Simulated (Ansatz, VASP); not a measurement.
## Two plane-wave programs on Si2Mo

The input INCAR:

```
SYSTEM = Si2Mo
PREC = Accurate
ENCUT = 520
EDIFF = 1E-7
ISMEAR = 0
SIGMA = 0.15
LREAL = .False.
LASPH = .True.
NELM = 60
ALGO = Normal
ISIF = 2
LWAVE = .False.
LCHARG = .False.
GGA = PS
NBANDS = 43
```

Contents of KPOINTS:

```
Automatic mesh
0
Gamma
  12 12 6
  0 0 0
```

The input POSCAR:

```
Si2Mo
1.0
    4.6201847948      0.0000000000      0.0000000000
   -2.3100923974      3.9219657707      0.0000000000
    0.0000000000      0.0000000000      6.5665572496
Si Mo
6 3
Direct
    0.1641680652      0.8358319348      0.8333333333
    0.3283361304      0.1641680652      0.1666666667
    0.8358319348      0.6716638696      0.5000000000
    0.8358319348      0.1641680652      0.8333333333
    0.6716638696      0.8358319348      0.1666666667
    0.1641680652      0.3283361304      0.5000000000
    0.5000000000      0.0000000000      0.5000000000
    0.0000000000      0.5000000000      0.1666666667
    0.5000000000      0.5000000000      0.8333333333
```

Input for Ansatz:

```yaml
crystal:
  lattice:
    - [4.6201847948, 0.0, 0.0]
    - [-2.3100923974, 3.9219657707, 0.0]
    - [0.0, 0.0, 6.5665572496]
  atoms:
    - { symbol: Si, position: [0.1641680652, 0.8358319348, 0.8333333333] }
    - { symbol: Si, position: [0.3283361304, 0.1641680652, 0.1666666667] }
    - { symbol: Si, position: [0.8358319348, 0.6716638696, 0.5] }
    - { symbol: Si, position: [0.8358319348, 0.1641680652, 0.8333333333] }
    - { symbol: Si, position: [0.6716638696, 0.8358319348, 0.1666666667] }
    - { symbol: Si, position: [0.1641680652, 0.3283361304, 0.5] }
    - { symbol: Mo, position: [0.5, 0.0, 0.5] }
    - { symbol: Mo, position: [0.0, 0.5, 0.1666666667] }
    - { symbol: Mo, position: [0.5, 0.5, 0.8333333333] }
basis:
  ecutwfc: 420
kpoints:
  mp_grid: { grid: [12, 12, 6] }
hamiltonian:
  xc: pbesol
scf:
  occupations: { method: gaussian, width: 0.15 }
output:
  forces: true
  stress: true
  eigenvalues: true
```

Change from the starting cell: strain +0.0100 x Voigt [1, -1, 0, 0, 0, 0], atoms carried along.

Alike in both runs: task single point; functional PBEsol; k mesh 12 × 12 × 6; occupations gaussian, width 0.15 eV; no spin polarisation.

|  | VASP | Ansatz |
| --- | --- | --- |
| version | VASP 6.6.1 | Ansatz 0.2.0 |
| potentials or method | VASP PAW PBE potentials, release 64 (Si, Mo_sv), cutoff 520 eV | scalar-relativistic, plane waves, PAW |
| valence electrons in the cell | 66 | 66 |

Ansatz gave:

- gap on the k mesh at the Fermi level (eV): 0.02
- least direct gap on the mesh (eV): 0.51
- pressure (GPa): 0.1
- traceless stress, the component that is largest in VASP (GPa): 3.68
- rms of the force components (eV/Å): 0.009

Task: Estimate VASP's values.

Result: gap on the k mesh at the Fermi level (eV): 0.02; least direct gap on the mesh (eV): 0.51; pressure (GPa): 0.5; traceless stress, the component that is largest in VASP (GPa): 3.67; rms of the force components (eV/Å): 0.009.

VASP's potentials were made for PBE, not for PBEsol. Atom by atom the forces differ by 0.001 eV/Å (rms over components).
